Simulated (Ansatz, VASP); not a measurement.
Two plane-wave programs on ZrB2

Contents of POSCAR:

```
ZrB2
1.0
    3.1716352898      0.0000000029      0.0000000000
   -1.5858176474      2.7467167310      0.0000000000
    0.0000000000      0.0000000000      3.5407540344
Zr B
1 2
Direct
    0.0000000000      0.0000000000      0.0000000000
    0.3333333333      0.6666666667      0.5000000000
    0.6666666667      0.3333333333      0.5000000000
```

INCAR.step1

```
  PREC = Accurate
  ENCUT = 520
  ISMEAR = 0
  SIGMA = 0.1
  LREAL = False
  LASPH = True
  NELM = 100
  NBANDS = 16
  GGA = PE
  ALGO = Normal
  EDIFF = 1E-4
  LWAVE = True
  LCHARG = False
```

INCAR.step2

```
  PREC = Accurate
  ENCUT = 520
  EDIFF = 1E-7
  ISMEAR = 0
  SIGMA = 0.1
  LREAL = False
  LASPH = True
  NELM = 100
  ALGO = Normal
  ISIF = 2
  LWAVE = False
  LCHARG = False
  METAGGA = R2SCAN
  LMIXTAU = True
  NBANDS = 16
  ISTART = 1
```

File KPOINTS:

```
Automatic mesh
0
Gamma
  18 18 14
```

Input for Ansatz:

```yaml
crystal:
  lattice:
    - [3.1716352898, 2.9e-09, 0.0]
    - [-1.5858176474, 2.746716731, 0.0]
    - [0.0, 0.0, 3.5407540344]
  atoms:
    - { symbol: Zr, position: [0.0, 0.0, 0.0] }
    - { symbol: B, position: [0.3333333333, 0.6666666667, 0.5] }
    - { symbol: B, position: [0.6666666667, 0.3333333333, 0.5] }
basis:
  ecutwfc: 500
kpoints:
  mp_grid: { grid: [18, 18, 14] }
  band_path:
    path:
      - [[0.0, 0.0, 0.0], [0.5, 0.0, 0.0], [0.33333333, 0.33333333, 0.0], [0.0, 0.0, 0.0], [0.0, 0.0, 0.5], [0.5, 0.0, 0.5], [0.33333333, 0.33333333, 0.5], [0.0, 0.0, 0.5]]
      - [[0.5, 0.0, 0.5], [0.5, 0.0, 0.0]]
      - [[0.33333333, 0.33333333, 0.5], [0.33333333, 0.33333333, 0.0]]
    npoints: 14
hamiltonian:
  xc: r2scan
scf:
  occupations: { method: gaussian, width: 0.1 }
  n_extra_bands: 7
output:
  forces: true
  stress: true
  eigenvalues: true
  populations: true
  dos: { projected: true, de: 0.02, nscf_kmesh: { grid: [22, 22, 17] } }
  bader: true
  write_density: true
  write_potential: true
  elf: true
  volumetric_format: npy
```

Alike in both runs: task single point; functional r2SCAN; k mesh 18 × 18 × 14; occupations gaussian, width 0.1 eV; no spin polarisation.

```csv
,VASP,Ansatz
version,VASP 6.6.1,Ansatz 0.2.0
potentials or method,"VASP PAW PBE potentials, release 64 (Zr_sv, B), cutoff 520 eV","scalar-relativistic, plane waves, PAW"
valence electrons in the cell,18,18
```

Ansatz gave:

| Item | Value |
| --- | --- |
| gap on the k mesh at the Fermi level (eV) | none |
| pressure (GPa) | 0.0 |
| traceless stress, the component that is largest in VASP (GPa) | 0.85 |

Task: Estimate VASP's values.

Result: gap on the k mesh at the Fermi level (eV): none; pressure (GPa): 0.1; traceless stress, the component that is largest in VASP (GPa): 0.85.

VASP's potentials were made for PBE, not for r2SCAN. A gap of «none» marks a metal or a gap that the smearing closes.
